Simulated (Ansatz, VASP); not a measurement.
# Na: VASP beside Ansatz

File POSCAR:

```
Na
1.0
    3.7640418302      0.0000000000      0.0000000000
   -1.8820209151      3.2597558458      0.0000000000
    0.0000000000      0.0000000000     12.2933606174
Na
4
Direct
    0.0000000000      0.0000000000      0.0000000000
    0.0000000000      0.0000000000      0.5000000000
    0.3333333333      0.6666666667      0.2500000000
    0.6666666667      0.3333333333      0.7500000000
```

The input INCAR.step1:

```
ALGO = Normal
EDIFF = 1E-4
ENCUT = 520
GGA = PE
ISMEAR = -1
LASPH = T
LCHARG = F
LREAL = F
LWAVE = T
NBANDS = 22
NELM = 60
PREC = Accurate
SIGMA = 0.1
```

The input INCAR.step2:

```
ALGO = Normal
EDIFF = 1E-6
ENCUT = 520
ISIF = 2
ISMEAR = -1
ISTART = 1
LASPH = T
LCHARG = F
LMIXTAU = T
LREAL = F
LWAVE = F
METAGGA = R2SCAN
NBANDS = 22
NELM = 60
PREC = Accurate
SIGMA = 0.1
```

KPOINTS

```
k-points
0
Gamma
  11 11 3
```

Input for Ansatz:

```yaml
crystal:
  lattice:
    - [3.7640418302, 0.0, 0.0]
    - [-1.8820209151, 3.2597558458, 0.0]
    - [0.0, 0.0, 12.2933606174]
  atoms:
    - { symbol: Na, position: [0.0, 0.0, 0.0] }
    - { symbol: Na, position: [0.0, 0.0, 0.5] }
    - { symbol: Na, position: [0.3333333333, 0.6666666667, 0.25] }
    - { symbol: Na, position: [0.6666666667, 0.3333333333, 0.75] }
hamiltonian:
  xc: r2scan
  pseudopotentials:
    kind: paw
    azcp:
      Na: "pseudopotentials/Na.paw.azcp"
basis:
  ecutwfc: 500
  fft_grid_basis: typed
kpoints:
  mp_grid: { grid: [11, 11, 3], shift: [0, 0, 0] }
magnetization:
  spin_polarized: false
scf:
  occupations: { method: fermi_dirac, width: 0.1 }
  lower_state_search: "off"
output:
  stress: true
```

Alike in both runs: task single point; functional r2SCAN; k mesh 11 × 11 × 3; occupations fermi-dirac, width 0.1 eV; no spin polarisation.

```csv
,VASP,Ansatz
version,VASP 6.6.1,Ansatz 0.2.0
potentials or method,"VASP PAW PBE potentials, release 64 (Na_pv), cutoff 520 eV","plane waves (500 eV) with PAW, scalar-relativistic"
valence electrons in the cell,28,36
```

VASP gave:

- pressure (GPa): 0.1
- traceless stress, the component that is largest in VASP (GPa): 0.16

Question: Which values does Ansatz return?

Answer: Pressure (GPa): 0.0; traceless stress, the component that is largest in VASP (GPa): 0.12.

VASP's potentials were made for PBE, not for r2SCAN. The functional is the same, so the differences come from potentials, cutoffs and numerics. VASP's potentials hold 28 valence electrons a cell and Ansatz's 36, so a difference there can come from the potentials and not from the codes.
